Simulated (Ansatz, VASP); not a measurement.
## AlNi3: VASP beside Ansatz

Contents of INCAR:

```
PREC = Accurate ; ENCUT = 520
EDIFF = 1E-6 ; ISMEAR = 0
SIGMA = 0.1 ; LREAL = False
LASPH = True ; NELM = 150
ALGO = Fast ; ISIF = 2
LWAVE = False ; LCHARG = False
ISPIN = 2 ; MAGMOM = 0 -2 2 -2
LORBIT = 11 ; LMAXMIX = 4
GGA = PE ; NBANDS = 28
```

Contents of KPOINTS:

```
Automatic mesh
0
Gamma
  6 6 2
```

POSCAR

```
AlNi3
1.0
    2.5438215600      0.0000000000      0.0000000000
   -1.2719107800      2.2030140900      0.0000000000
    0.0000000000      0.0000000000      8.1662231000
Al Ni
1 3
Direct
    0.6666666700      0.3333333300      0.5000000000
    0.3333333300      0.6666666700      0.7500000000
    0.3333333300      0.6666666700      0.2500000000
    0.6666666700      0.3333333300      0.0000000000
```

Input for Ansatz:

```yaml
crystal:
  lattice:
    - [2.54382156, 0.0, 0.0]
    - [-1.27191078, 2.20301409, 0.0]
    - [0.0, 0.0, 8.1662231]
  atoms:
    - { symbol: Al, position: [0.66666667, 0.33333333, 0.5] }
    - { symbol: Ni, position: [0.33333333, 0.66666667, 0.75], spin: -2.0 }
    - { symbol: Ni, position: [0.33333333, 0.66666667, 0.25], spin: 2.0 }
    - { symbol: Ni, position: [0.66666667, 0.33333333, 0.0], spin: -2.0 }
basis:
  ecutwfc: 420
kpoints:
  mp_grid: { grid: [6, 6, 2] }
hamiltonian:
  xc: pbe
scf:
  occupations: { method: gaussian, width: 0.1 }
  lower_state_search: "off"
output:
  forces: true
  stress: true
  eigenvalues: true
  populations: true
magnetization:
  spin_polarized: true
```

Alike in both runs: task single point; functional PBE; k mesh 6 × 6 × 2; occupations gaussian, width 0.1 eV; collinear spin.

```csv
,VASP,Ansatz
version,VASP 6.6.1,Ansatz 0.2.0
potentials or method,"VASP PAW PBE potentials, release 64 (Al, Ni), cutoff 520 eV","scalar-relativistic, plane waves, PAW"
valence electrons in the cell,33,57
```

```tsv
	VASP	Ansatz	Ansatz less VASP
gap on the k mesh at the Fermi level (eV)	none	none	-
pressure (GPa)	3.0	2.9	-0.11
traceless stress, the component that is largest in VASP (GPa)	-10.46	-10.50	-0.039
rms of the force components (eV/Å)	0.161	0.167	+0.0069
net moment per atom (μB)	0.18	0.18	0.000
size of the moment on the site where the two differ most (μB)	0.23	0.25	+0.015
```

Site moments also hang on the region over which each program counts them. Atom by atom the forces differ by 0.007 eV/Å (rms over components). A gap of «none» marks a metal or a gap that the smearing closes. VASP's potentials hold 33 valence electrons a cell and Ansatz's 57, so a difference there can come from the potentials and not from the codes. Ansatz's warnings: seeded moment not kept.

The k mesh is coarse, so the values compare programs but aren't converged.
